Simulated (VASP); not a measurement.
# CsEu (P-6m2) in VASP: a series of runs

CsEu is run at these levels: PBE; tasks: single point.

Program: VASP 6.6.1. These are calculated values, not measurements. Logs are shortened: lines on timing, memory, paths and dates and some standing lists are left out, and cuts for length are marked.

## 1. The cell of the first run

Symmetry: P-6m2, No. 187, hexagonal system. The conventional cell has a = 4.310 Å, b = 4.310 Å, c = 7.732 Å, α = 90.00°, β = 90.00°, γ = 120.00°. Within 5.7 Å of Cs (site symmetry -6m2) lie 6 Cs at 4.31 Å and 6 Eu at 4.60 Å. Within 5.7 Å of Eu (site symmetry -6m2) lie 6 Eu at 4.31 Å and 6 Cs at 4.60 Å.

## 2. Single point, PBE, collinear spin, ferromagnetic start

File INCAR:

```
SYSTEM = CsEu
  ALGO = Normal
  EDIFF = 1E-6
  ENCUT = 520
  GGA = PE
  ISIF = 2
  ISMEAR = -1
  ISPIN = 2
  LASPH = .True.
  LCHARG = .True.
  LELF = .True.
  LMAXMIX = 6
  LORBIT = 11
  LREAL = .False.
  LVHAR = .True.
  LWAVE = .False.
  MAGMOM = 0 9.1
  NBANDS = 24
  NELM = 150
  PREC = Accurate
  SIGMA = 0.1
```

File KPOINTS:

```
k-points
0
Gamma
  8 8 4
  0 0 0
```

File POSCAR:

```
CsEu
1.0
    4.3103501184      0.0000000000      0.0000000000
   -2.1551750592      3.7328725732      0.0000000000
    0.0000000000      0.0000000000      7.7322482157
Cs Eu
1 1
Direct
    0.0000000000      0.0000000000      0.5000000000
    0.6666666667      0.3333333333      0.0000000000
```

Potentials or basis: VASP PAW PBE potentials, release 64 (Cs_sv, Eu).

Started as:

```
$ cat potpaw_PBE.64/Cs_sv/POTCAR potpaw_PBE.64/Eu/POTCAR > POTCAR
$ mpirun -np 1 vasp_std > vasp.out
```

OUTCAR:

```text
SYSTEM = CsEu
   EDIFF = 1E-6
   ENCUT = 520
   GGA = PE
   ISIF = 2
   ISMEAR = -1
   ISPIN = 2
   LASPH = .True.
   LORBIT = 11
   LREAL = .False.
   NELM = 150
   PREC = Accurate

 ion  position               nearest neighbor table
   1  0.000  0.000  0.500-
   2  0.667  0.333  0.000-

  LATTYP: Found a hexagonal cell.
 ALAT       =     4.3103501184
 C/A-ratio  =     1.7938793841

  Lattice vectors:

 A1 = (   4.3103501184,   0.0000000000,   0.0000000000)
 A2 = (  -2.1551750592,   3.7328725732,   0.0000000000)
 A3 = (   0.0000000000,   0.0000000000,   7.7322482157)

Analysis of symmetry for initial positions (statically):
=====================================================================
 Subroutine PRICEL returns:
 Original cell was already a primitive cell.

 Routine SETGRP: Setting up the symmetry group for a
 hexagonal supercell.

 Subroutine GETGRP returns: Found 12 space group operations
 (whereof 12 operations were pure point group operations)
 out of a pool of 24 trial point group operations.

The static configuration has the point symmetry D_3h.

Analysis of symmetry for dynamics (positions and initial velocities):
=====================================================================
 Subroutine PRICEL returns:
 Original cell was already a primitive cell.

 Routine SETGRP: Setting up the symmetry group for a
 hexagonal supercell.

 Subroutine GETGRP returns: Found 12 space group operations
 (whereof 12 operations were pure point group operations)
 out of a pool of 24 trial point group operations.

The dynamic configuration has the point symmetry D_3h.

Analysis of structural, dynamic, and magnetic symmetry:
=====================================================================
 Subroutine PRICEL returns:
 Original cell was already a primitive cell.

 Routine SETGRP: Setting up the symmetry group for a
 hexagonal supercell.

 Subroutine GETGRP returns: Found 12 space group operations
 (whereof 12 operations were pure point group operations)
 out of a pool of 24 trial point group operations.

The overall configuration has the point symmetry D_3h.

 Subroutine INISYM returns: Found 12 space group operations
 (whereof 12 operations are pure point group operations),
 and found     1 'primitive' translations

----------------------------------------------------------------------------------------

                                     Primitive cell

  volume of cell :     124.4118

  direct lattice vectors                    reciprocal lattice vectors
     4.310350118  0.000000000  0.000000000     0.231999715  0.133945103  0.000000000
    -2.155175059  3.732872573  0.000000000     0.000000000  0.267890205  0.000000000
     0.000000000  0.000000000  7.732248216     0.000000000  0.000000000  0.129328492

  length of vectors
     4.310350118  4.310350007  7.732248216     0.267890198  0.267890205  0.129328492

  position of ions in fractional coordinates (direct lattice)
     0.000000000  0.000000000  0.500000000
     0.666666667  0.333333333  0.000000000

  ion indices of the primitive-cell ions
   primitive index   ion index
                 1           1
                 2           2

----------------------------------------------------------------------------------------

 KPOINTS: k-points

Automatic generation of k-mesh.
 Grid dimensions read from file:
 generate k-points for:    8    8    4

 Generating k-lattice:

  Cartesian coordinates                     Fractional coordinates (reciprocal lattice)
     0.028999964  0.016743138  0.000000000     0.125000000  0.000000000  0.000000000
     0.000000000  0.033486276  0.000000000     0.000000000  0.125000000  0.000000000
     0.000000000  0.000000000  0.032332123     0.000000000  0.000000000  0.250000000

  Length of vectors
     0.033486275  0.033486276  0.032332123

  Shift w.r.t. Gamma in fractional coordinates (k-lattice)
     0.000000000  0.000000000  0.000000000

 Subroutine IBZKPT returns following result:
 ===========================================

 Found     30 irreducible k-points:

 Following reciprocal coordinates:
            Coordinates               Weight
  0.000000  0.000000  0.000000      1.000000
  0.125000  0.000000  0.000000      6.000000
  0.250000  0.000000  0.000000      6.000000
  0.375000  0.000000  0.000000      6.000000
  0.500000  0.000000  0.000000      3.000000
  0.125000  0.125000  0.000000      6.000000
[... 16 lines left out ...]
  0.250000  0.000000  0.500000      6.000000
  0.375000  0.000000  0.500000      6.000000
 [... further k-points ...]
   k-points           NKPTS =     30   k-points in BZ     NKDIM =     30   number of bands    NBANDS=     24
   number of dos      NEDOS =    301   number of ions     NIONS =      2
   total plane-waves  NPLWV =  61440
   dimension x,y,z NGX =    32 NGY =   32 NGZ =   60
   dimension x,y,z NGXF=    64 NGYF=   64 NGZF=  120
   ions per type =               1   1
   NGX,Y,Z   is equivalent  to a cutoff of  12.34, 12.34, 12.90 a.u.
   NGXF,Y,Z  is equivalent  to a cutoff of  24.68, 24.68, 25.80 a.u.
 SYSTEM =  CsEu
   PREC   = accura    normal or accurate (medium, high low for compatibility)
   ISTART =      0    job   : 0-new  1-cont  2-samecut
   ICHARG =      2    charge: 1-file 2-atom 10-const
   ISPIN  =      2    spin polarized calculation?
   LNONCOLLINEAR =      F non collinear calculations
   LSORBIT =      F    spin-orbit coupling
   LASPH  =      T    aspherical Exc in radial PAW
   ENCUT  =  520.0 eV  38.22 Ry    6.18 a.u.   8.01  8.01 14.38*2*pi/ulx,y,z
   NELM   =    150;   NELMIN=  2; NELMDL= -5     # of ELM steps
   EDIFF  = 0.1E-05   stopping-criterion for ELM
   LREAL  =      F    real-space projection
   EDIFFG = 0.1E-04   stopping-criterion for IOM
   NSW    =      0    number of steps for IOM
   IBRION =     -1    ionic relax: 0-MD 1-quasi-New 2-CG
   NFREE  =      0    steps in history (QN), initial steepest desc. (CG)
   ISIF   =      2    stress and relaxation
   ISYM   =      2    0-nonsym 1-usesym 2-fastsym
   POTIM  = 0.5000    time-step for ionic-motion
   TEBEG  =    0.0;   TEEND  =   0.0 temperature during run
   PSTRESS=    0.0 pullay stress
   NELECT =      26.0000    total number of electrons
   NUPDOWN=      -1.0000    fix difference up-down
   EMIN   =  10.00;   EMAX   =-10.00  energy-range for DOS
   EFERMI =   0.00;   METHOD = LEGACY
   ISMEAR =    -1;   SIGMA  =   0.10  broadening in eV -4-tet -1-fermi 0-gaus
   EFERMI_NEDOS =   21; number of points for ismear=-14 and -15
   IALGO  =     38    algorithm
   IMIX   =      4    mixing-type and parameters
     AMIX     =   0.40;   BMIX     =  1.00
     AMIX_MAG =   1.60;   BMIX_MAG =  1.00
  volume/ion in A,a.u.               =      62.21       419.79
  Fermi-wavevector in a.u.,A,eV,Ry     =   0.971506  1.835880 12.841501  0.943824
  Thomas-Fermi vector in A             =   2.101729
   LORBIT       =     11    0 simple, 1 ext, 2 COOP (PROOUT), +10 PAW based schemes
   GGA     = PE    functional components
   LHFCALC =     F    Hartree Fock is set to
   AEXX    =    0.0000 exact exchange contribution
   IVDW    =     0    specifies the selected vdW correction
   LEPSILON=     F    determine dielectric tensor
   LRPA    =     F    only Hartree local field effects (RPA)
 spin polarized calculation
  energy-cutoff  :      520.00
  volume of cell :      124.41
 maximum number of plane-waves:      3378
   NGX = 17   NGY = 17   NGZ = 29

 number of electron      26.0000002 magnetization       7.7242969

 Free energy of the ion-electron system (eV)
  ---------------------------------------------------
  ext. energy  EPLUGINS =         0.00000000
  ---------------------------------------------------
  free energy    TOTEN  =       -11.73116274 eV

  energy without entropy =      -11.62263923  energy(sigma->0) =      -11.67690099

 E-fermi :   1.6080     XC(G=0):  -7.2939

 val. band max:        1.5783467420   @ k =   0.1250   0.1250   0.2500
 cond. band min:       1.6159524590   @ k =   0.3750   0.1250   0.0000
 fundamental gap:      0.0376057170
 Fermi energy:         1.6079516530

 spin component 1

 k-point     1 :       0.0000    0.0000    0.0000
  band No.  band energies     occupation
      1     -40.4119      1.00000
      2     -21.9280      1.00000
      3     -19.2674      1.00000
      4     -19.1385      1.00000
      5     -19.1385      1.00000
      6      -8.7454      1.00000
[... 16 lines left out ...]
     23       4.2930      0.00000
     24       4.8261      0.00000

 k-point     2 :       0.1250    0.0000    0.0000
  band No.  band energies     occupation
      1     -40.4112      1.00000
      2     -21.9155      1.00000
      3     -19.2651      1.00000
      4     -19.1562      1.00000
      5     -19.1428      1.00000
      6      -8.7222      1.00000
[... 16 lines left out ...]
     23       4.1608      0.00000
     24       4.4080      0.00000

 k-point     3 :       0.2500    0.0000    0.0000
  band No.  band energies     occupation
      1     -40.4094      1.00000
      2     -21.8850      1.00000
      3     -19.2595      1.00000
      4     -19.1983      1.00000
      5     -19.1532      1.00000
      6      -8.8520      1.00000
[... 16 lines left out ...]
     23       4.0616      0.00000
     24       4.4620      0.00000
[... 514 lines left out ...]
 k-point    23 :       0.2500    0.0000    0.5000
  band No.  band energies     occupation
      1     -40.4094      1.00000
      2     -21.8851      1.00000
      3     -19.2590      1.00000
      4     -19.1984      1.00000
      5     -19.1532      1.00000
      6      -8.8502      1.00000
[... 16 lines left out ...]
     23       4.0233      0.00000
     24       5.1631      0.00000

 k-point    24 :       0.3750    0.0000    0.5000
  band No.  band energies     occupation
      1     -40.4076      1.00000
      2     -21.8541      1.00000
      3     -19.2537      1.00000
      4     -19.2402      1.00000
      5     -19.1635      1.00000
      6      -9.1382      1.00000
[... 16 lines left out ...]
     23       4.7699      0.00000
     24       5.2378      0.00000

 [... further k-points ...]

 spin component 2

 k-point     1 :       0.0000    0.0000    0.0000
  band No.  band energies     occupation
      1     -37.2258      1.00000
      2     -21.9034      1.00000
      3     -16.9308      1.00000
      4     -16.7881      1.00000
      5     -16.7881      1.00000
      6      -8.6955      1.00000
[... 16 lines left out ...]
     23       5.9548      0.00000
     24       5.9548      0.00000

 k-point     2 :       0.1250    0.0000    0.0000
  band No.  band energies     occupation
      1     -37.2248      1.00000
      2     -21.8909      1.00000
      3     -16.9275      1.00000
      4     -16.8118      1.00000
      5     -16.7937      1.00000
      6      -8.6735      1.00000
[... 16 lines left out ...]
     23       5.9378      0.00000
     24       5.9625      0.00000

 k-point     3 :       0.2500    0.0000    0.0000
  band No.  band energies     occupation
      1     -37.2223      1.00000
      2     -21.8605      1.00000
      3     -16.9197      1.00000
      4     -16.8683      1.00000
      5     -16.8074      1.00000
      6      -8.8227      1.00000
[... 16 lines left out ...]
     23       5.9414      0.00000
     24       6.0753      0.00000
[... 514 lines left out ...]
 k-point    23 :       0.2500    0.0000    0.5000
  band No.  band energies     occupation
      1     -37.2223      1.00000
      2     -21.8606      1.00000
      3     -16.9191      1.00000
      4     -16.8685      1.00000
      5     -16.8074      1.00000
      6      -8.8209      1.00000
[... 16 lines left out ...]
     23       6.0508      0.00000
     24       6.0700      0.00000

 k-point    24 :       0.3750    0.0000    0.5000
  band No.  band energies     occupation
      1     -37.2198      1.00000
      2     -21.8296      1.00000
      3     -16.9241      1.00000
      4     -16.9118      1.00000
      5     -16.8210      1.00000
      6      -9.1076      1.00000
[... 16 lines left out ...]
     23       6.1721      0.00000
     24       6.2225      0.00000

 [... further k-points ...]

------------------------ aborting loop because EDIFF is reached ----------------------------------------

  FORCE on cell =-STRESS in cart. coord.  units (eV):
  Direction    XX          YY          ZZ          XY          YZ          ZX
  --------------------------------------------------------------------------------------
  -------------------------------------------------------------------------------------
  Total        0.1116743      0.1116743      0.2335879     -0.0000000      0.0000000      0.0000000
  in kB        1.4381444      1.4381443      3.0081495     -0.0000000      0.0000000      0.0000000
  external PRESSURE =       1.9614794 kB  Pullay stress =       0.0000000 kB

 VOLUME and BASIS-vectors are now :
 -----------------------------------------------------------------------------
  energy-cutoff  :      520.00
  volume of cell :      124.41
      direct lattice vectors                 reciprocal lattice vectors
     4.310350118  0.000000000  0.000000000     0.231999715  0.133945103  0.000000000
    -2.155175059  3.732872573  0.000000000     0.000000000  0.267890205  0.000000000
     0.000000000  0.000000000  7.732248216     0.000000000  0.000000000  0.129328492

 POSITION                                       TOTAL-FORCE (eV/Angst)
 -----------------------------------------------------------------------------------
      0.00000      0.00000      3.86612         0.000000     -0.000000      0.000000
      2.15518      1.24429      0.00000         0.000000      0.000000      0.000000
 -----------------------------------------------------------------------------------
    total drift:                               -0.000000      0.000000     -0.000000

  FREE ENERGIE OF THE ION-ELECTRON SYSTEM (eV)
  ---------------------------------------------------
  free  energy   TOTEN  =       -11.7311627409 eV

  energy  without entropy=      -11.6226392318  energy(sigma->0) =      -11.67690099

 total charge

# of ion       s       p       d       f       tot
--------------------------------------------------
    1        1.859   4.652   0.046   0.000   6.558
    2        2.083   5.724   0.180   6.736  14.723
--------------------------------------------------
tot          3.942  10.376   0.226   6.736  21.281

 magnetization (x)

# of ion       s       p       d       f       tot
--------------------------------------------------
    1        0.005   0.008   0.015   0.000   0.028
    2       -0.002  -0.100   0.120   6.736   6.754
--------------------------------------------------
tot          0.003  -0.092   0.135   6.736   6.782
```

It took 2.6 min on 1 thread of AMD EPYC 9R45 (Zen 5), shared host; peak memory 0.36 GiB.

What came out:

- Free energy: -11.7312 eV
- Pressure: 0.2 GPa
- Net moment: 7.72 μB per cell
- Site moments: Cs +0.03; Eu +6.75 μB
- Valence electrons inside the program's atomic spheres: Cs 6.56; Eu 14.72

Stress tensor (GPa, compression positive):
```
0.14 0.00 0.00
0.00 0.14 0.00
0.00 0.00 0.30
```

Levels at points of the mesh, in eV from the Fermi level:
Spin up:
```
           k point  band 14  band 15  band 16  band 17  band 18  band 19  band 20  band 21
(0.00, 0.00, 0.00)    -0.54    -0.52    -0.52    -0.48     0.47     1.63     1.63     1.63
(0.50, 0.00, 0.00)    -0.52    -0.52    -0.51    -0.19    -0.15     0.52     1.21     1.83
(0.00, 0.00, 0.50)    -0.54    -0.52    -0.52    -0.48     0.79     1.26     1.61     1.61
(0.50, 0.00, 0.50)    -0.52    -0.51    -0.51    -0.41     0.23     0.81     0.90     2.12
```
Spin down:
| k point | band 5 | band 6 | band 7 | band 8 | band 9 | band 10 | band 11 | band 12 | band 13 | band 14 |
| --- | --- | --- | --- | --- | --- | --- | --- | --- | --- | --- |
| (0.00, 0.00, 0.00) | -18.40 | -10.30 | -9.98 | -9.98 | -2.67 | -0.40 | 1.11 | 2.11 | 2.56 | 2.56 |
| (0.50, 0.00, 0.00) | -18.43 | -10.83 | -10.17 | -10.15 | -0.31 | 0.28 | 0.47 | 1.03 | 1.76 | 2.36 |
| (0.00, 0.00, 0.50) | -18.40 | -10.32 | -9.98 | -9.98 | -2.15 | -1.14 | 1.48 | 1.50 | 2.53 | 2.53 |
| (0.50, 0.00, 0.50) | -18.43 | -10.83 | -10.17 | -10.15 | -0.48 | 0.12 | 0.85 | 1.21 | 1.51 | 2.48 |

Caveat: spin-orbit coupling is left out, which moves the levels of the heavy elements; semilocal functionals describe open f shells poorly, which spoils levels, moments and volumes. The state reached can hang on the start; a lower one may exist.

(Part 1 of 3 ends here.)
